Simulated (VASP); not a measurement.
Input of a VASP 6.6.1 run:

The input INCAR:

```
SYSTEM = Sc
ALGO = Normal ; EDIFF = 1E-8
ENCUT = 520 ; GGA = CA
ISIF = 2 ; ISMEAR = -1
LASPH = .True. ; LCHARG = .False.
LEFG = .True. ; LREAL = .False.
LWAVE = .False. ; NBANDS = 18
NELM = 80 ; PREC = Accurate
SIGMA = 0.03
```

The input KPOINTS:

```
k-points
0
Gamma
  13 13 7
  0 0 0
```

File POSCAR:

```
Sc
1.0
    3.2412524567      0.0000000000      0.0000000000
   -1.6206262283      2.8070069676      0.0000000000
    0.0000000000      0.0000000000      5.1604596207
Sc
2
Direct
    0.3333333333      0.6666666667      0.2500000000
    0.6666666667      0.3333333333      0.7500000000
```

Potentials or basis: VASP PAW LDA potentials, release 64 (Sc_sv).

Run with:

```console
$ cat potpaw_LDA.64/Sc_sv/POTCAR > POTCAR
$ mpirun -np 1 vasp_std > vasp.out
```

**Question.** What does it give for the pressure?

**Answer.** -2.2 GPa.

**Question.** Predict the band gap on the k mesh.

**Answer.** Zero (band 11 reaches 4.49 eV, above the bottom of band 12 at 3.23 eV).

Stress tensor (GPa, compression positive):
```
-1.51  0.00  0.00
 0.00 -1.51  0.00
 0.00  0.00 -3.64
```

Caveat: without QUAD_EFG the Cq values of the log hold for a quadrupole moment of 1 mb, not for the nuclei.
